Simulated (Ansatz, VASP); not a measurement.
# Two plane-wave programs on ZrH2

The input INCAR:

```
SYSTEM = ZrH2
  PREC = Accurate
  ENCUT = 520
  EDIFF = 1E-7
  ISMEAR = -1
  SIGMA = 0.1
  LREAL = .FALSE.
  LASPH = .TRUE.
  NELM = 80
  ALGO = Normal
  ISIF = 2
  LWAVE = .FALSE.
  LCHARG = .FALSE.
  GGA = CA
  NBANDS = 14
```

The input KPOINTS:

```
regular mesh
0
G
  10 10 10
  0 0 0
```

Contents of POSCAR:

```
ZrH2
1.0
    0.0000000000      2.3431853148      2.3431853148
    2.3431853148      0.0000000000      2.3431853148
    2.3431853148      2.3431853148      0.0000000000
Zr H
1 2
Direct
    0.0000000000      0.0000000000      0.0000000000
    0.7500000000      0.7500000000      0.7500000000
    0.2500000000      0.2500000000      0.2500000000
```

Input for Ansatz:

```yaml
crystal:
  lattice:
    - [0.0, 2.3431853148471236, 2.3431853148471236]
    - [2.3431853148471236, 0.0, 2.3431853148471236]
    - [2.3431853148471236, 2.3431853148471236, 0.0]
  atoms:
    - { symbol: Zr, position: [0.0, 0.0, 0.0] }
    - { symbol: H, position: [0.75, 0.75, 0.75] }
    - { symbol: H, position: [0.25, 0.25, 0.25] }
basis:
  ecutwfc: 450.0
kpoints:
  mp_grid:
    grid: [10, 10, 10]
hamiltonian:
  xc: lda
scf:
  max_iter: 65
  convergence:
    dr2_threshold: 1.0e-08
  occupations:
    method: fermi_dirac
    width: 0.1
output:
  stress: true
```

Alike in both runs: task single point; functional LDA; k mesh 10 × 10 × 10; occupations fermi-dirac, width 0.1 eV; no spin polarisation.

|  | VASP | Ansatz |
| --- | --- | --- |
| version | VASP 6.6.1 | Ansatz 0.2.0 |
| potentials or method | VASP PAW LDA potentials, release 64 (Zr_sv, H), cutoff 520 eV | plane waves, PAW |
| valence electrons in the cell | 14 | 14 |

```tsv
	VASP	Ansatz	Ansatz less VASP
pressure (GPa)	5.3	5.1	-0.25
```

LDA's correlation is that of Perdew and Zunger in VASP and of Perdew and Wang (1992) in Ansatz. Ansatz's warnings: stress scf threshold loose.
